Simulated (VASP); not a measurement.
Wanted: the native input for a VASP 6.6.1 run.

| Property | Result |
| --- | --- |
| Task | relaxation of cell and atoms |
| Functional | PBE |
| Potentials or basis | VASP PAW PBE potentials, release 64 (Sr_sv, Ti_sv, O) |
| Cutoff | 600 eV |
| k mesh | 5 × 7 × 5 |
| Occupations | fermi-dirac, width 0.1 eV |
| Spin | no spin polarisation |
| Hubbard terms | Ti d U = 6.67 eV, J = 0.77 eV |
| Target pressure | 20 GPa |
| Dipole correction | no |
| LDAUTYPE | 1 |
| Hund's J | 0.77 |
| Further INCAR settings | ALGO = Normal; EDIFF = 1e-06; IBRION = 2; EDIFFG = -0.01; NSW = 100; ISIF = 3 |

The structure of SrTiO3 lies in POSCAR:

```
SrTiO3
1.0
   -3.8723212000      0.0000000000     -3.8723212000
    0.0000000000     -3.8723212000      0.0000000000
   -3.8723212000      0.0000000000      3.8723212000
Sr Ti O
2 2 6
Direct
    0.0000000000      0.5000000000      0.5000000000
    0.5000000000      0.5000000000      0.0000000000
    0.0000000000      0.0000000000      0.0000000000
    0.5000000000      0.0000000000      0.5000000000
    0.7500000000      0.0000000000      0.7500000000
    0.2500000000      0.0000000000      0.2500000000
    0.0000000000      0.5000000000      0.0000000000
    0.5000000000      0.5000000000      0.5000000000
    0.7500000000      0.0000000000      0.2500000000
    0.2500000000      0.0000000000      0.7500000000
```

These files were run (other wordings do the same):

INCAR

```
PREC = Accurate
ENCUT = 600
EDIFF = 1E-6
ISMEAR = -1
SIGMA = 0.1
LREAL = F
LASPH = T
NELM = 150
ALGO = Normal
ISIF = 3
LWAVE = F
LCHARG = F
LMAXMIX = 4
LDAU = T
LDAUTYPE = 1
LDAUL = -1 2 -1
LDAUU = 0 6.67 0
LDAUJ = 0 0.77 0
LDAUPRINT = 1
GGA = PE
IBRION = 2
NSW = 100
EDIFFG = -0.01
PSTRESS = 200.0
```

KPOINTS

```
Automatic mesh
0
Gamma
  5 7 5
```

Potentials or basis: VASP PAW PBE potentials, release 64 (Sr_sv, Ti_sv, O).

Run with:

```bash
$ cat potpaw_PBE.64/Sr_sv/POTCAR potpaw_PBE.64/Ti_sv/POTCAR potpaw_PBE.64/O/POTCAR > POTCAR
$ mpirun -np 1 vasp_std > vasp.out
```

Results of the run:

```
Relaxed volume                                             : 11.42 Å³/atom
Relaxed cell                                               : a = 5.446 Å, b = 3.851 Å, c = 5.446 Å, α = 90.00°, β = 90.00°, γ = 90.00°
Space group after relaxing (to 0.1 Å)                      : Pm-3m (No. 221)
Energy change on relaxing (the run minimises the enthalpy) : +21.3 meV/atom
Ionic steps                                                : 3
Pressure after relaxing                                    : 20.0 GPa
Band gap on the k mesh                                     : 2.77 eV
```

Caveat: the cell is relaxed towards a set pressure, so the run minimises the enthalpy, not the energy; an odd mesh through Γ misses points on the zone boundary, where band edges can lie.

It took 14 min on 1 thread of Oxide Virtual Turin-like Processor, with other jobs on the host, peak memory 0.33 GiB.
